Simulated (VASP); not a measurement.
## Si16B (a cell with a defect): single point with PBE+D3(BJ)

The system is Si16B (a cell with a defect).

```
Si B
1.0
     0.00000    5.43000    5.43000
     5.43000    0.00000    5.43000
     5.43000    5.43000    0.00000
Si B
16 1
Direct
  0.99176 0.99856 0.01858
  0.12707 0.13773 0.11636
  0.99038 0.00878 0.49026
  0.12444 0.11298 0.63650
  0.99347 0.51071 0.99442
  0.12482 0.62491 0.12330
  0.99057 0.49709 0.50037
  0.12633 0.62640 0.61999
  0.49887 0.00737 0.99634
  0.61959 0.12773 0.12783
  0.49962 0.99933 0.50044
  0.61722 0.13114 0.62370
  0.49718 0.50060 0.99957
  0.61891 0.63303 0.11974
  0.49817 0.50407 0.49406
  0.61657 0.62658 0.62629
  0.94282 0.82525 0.38757
```

```json
{
 "Program": "VASP 6.6.1",
 "Task": "single point",
 "Functional": "PBE",
 "Dispersion": "D3(BJ)",
 "Potentials or basis": "VASP PAW PBE potentials, release 64 (Si, B)",
 "Cutoff": "520 eV",
 "k mesh": "2 × 2 × 2",
 "Occupations": "fermi-dirac, width 0.05 eV",
 "Spin": "collinear spin",
 "Starting moments": "[0.0, 0.0, 0.0, 0.0, 0.0, 0.0, 0.0, 0.0, 0.0, 0.0, 0.0, 0.0, 0.0, 0.0, 0.0, 0.0, 1.0] μB"
}
```

| Item | Value |
| --- | --- |
| Pressure | 0.6 GPa |
| Largest force | 0.098 eV/Å |
| Net moment | 0.00 μB per cell |
| Valence electrons inside the program's atomic spheres | Si 1.68, 1.69, 1.70, 1.67 (each value once); B 1.65 |
| Dispersion energy per atom | -0.314 eV |

Forces on the atoms (eV/Å):
```
Si  -0.066 -0.046  0.036
Si  -0.007 -0.003 -0.018
Si   0.055  0.050  0.050
Si   0.057 -0.049 -0.062
Si  -0.027  0.004  0.026
Si  -0.009 -0.019 -0.004
Si  -0.082  0.027 -0.028
Si   0.029 -0.008 -0.012
Si   0.004 -0.012 -0.021
Si  -0.011 -0.001  0.017
Si  -0.015  0.011  0.019
Si  -0.003  0.025  0.000
Si   0.024 -0.003  0.004
Si  -0.006 -0.005  0.000
Si  -0.001 -0.039  0.003
Si   0.012  0.018 -0.009
B    0.048  0.049  0.000
```

Stress tensor (GPa, compression positive):
```
 0.46 -0.41 -0.41
-0.41  0.79  0.23
-0.41  0.23  0.50
```

Levels at points of the mesh, in eV from the Fermi level:
Spin up:
```tsv
k point	band 29	band 30	band 31	band 32	band 33	band 34	band 35	band 36	band 37	band 38
(0.00, 0.00, 0.00)	-1.61	-1.59	-0.84	-0.53	-0.45	-0.24	0.17	0.20	0.29	0.37
(0.50, 0.00, 0.00)	-1.60	-1.34	-1.23	-1.19	-1.15	0.18	0.78	1.08	1.09	1.10
(0.00, 0.50, 0.00)	-1.47	-1.34	-1.29	-1.15	-0.98	-0.29	0.47	1.02	1.13	1.17
(0.00, 0.00, 0.50)	-1.50	-1.30	-1.27	-1.19	-1.12	-0.04	0.44	1.06	1.09	1.11
(0.50, 0.50, 0.50)	-1.47	-1.32	-1.25	-1.21	-1.03	-0.21	0.46	1.05	1.06	1.14
(0.50, 0.50, 0.00)	-2.03	-1.85	-1.76	-1.73	-0.65	0.09	0.65	1.25	1.35	1.47
(0.00, 0.50, 0.50)	-2.00	-1.88	-1.76	-1.73	-0.64	0.10	0.66	1.22	1.34	1.49
(0.50, 0.00, 0.50)	-1.95	-1.89	-1.78	-1.75	-0.63	0.27	0.78	1.16	1.25	1.33
```
Spin down:
| k point | band 30 | band 31 | band 32 | band 33 | band 34 | band 35 | band 36 | band 37 |
| --- | --- | --- | --- | --- | --- | --- | --- | --- |
| (0.00, 0.00, 0.00) | -1.59 | -0.84 | -0.53 | -0.45 | -0.24 | 0.17 | 0.20 | 0.29 |
| (0.50, 0.00, 0.00) | -1.34 | -1.23 | -1.19 | -1.15 | 0.18 | 0.78 | 1.08 | 1.09 |
| (0.00, 0.50, 0.00) | -1.34 | -1.29 | -1.15 | -0.98 | -0.29 | 0.47 | 1.02 | 1.13 |
| (0.00, 0.00, 0.50) | -1.30 | -1.27 | -1.19 | -1.12 | -0.04 | 0.44 | 1.06 | 1.09 |
| (0.50, 0.50, 0.50) | -1.32 | -1.25 | -1.21 | -1.03 | -0.21 | 0.46 | 1.05 | 1.06 |
| (0.50, 0.50, 0.00) | -1.85 | -1.76 | -1.73 | -0.65 | 0.09 | 0.65 | 1.25 | 1.35 |
| (0.00, 0.50, 0.50) | -1.88 | -1.76 | -1.73 | -0.64 | 0.10 | 0.66 | 1.22 | 1.34 |
| (0.50, 0.00, 0.50) | -1.89 | -1.78 | -1.75 | -0.63 | 0.27 | 0.78 | 1.16 | 1.25 |

Wall time 12 min on 1 thread of Intel(R) Xeon(R) 6975P-C (Granite Rapids), with other jobs on the host, peak memory 0.7 GiB.

Caveat: the k points lie up to 0.50 Å⁻¹ apart.
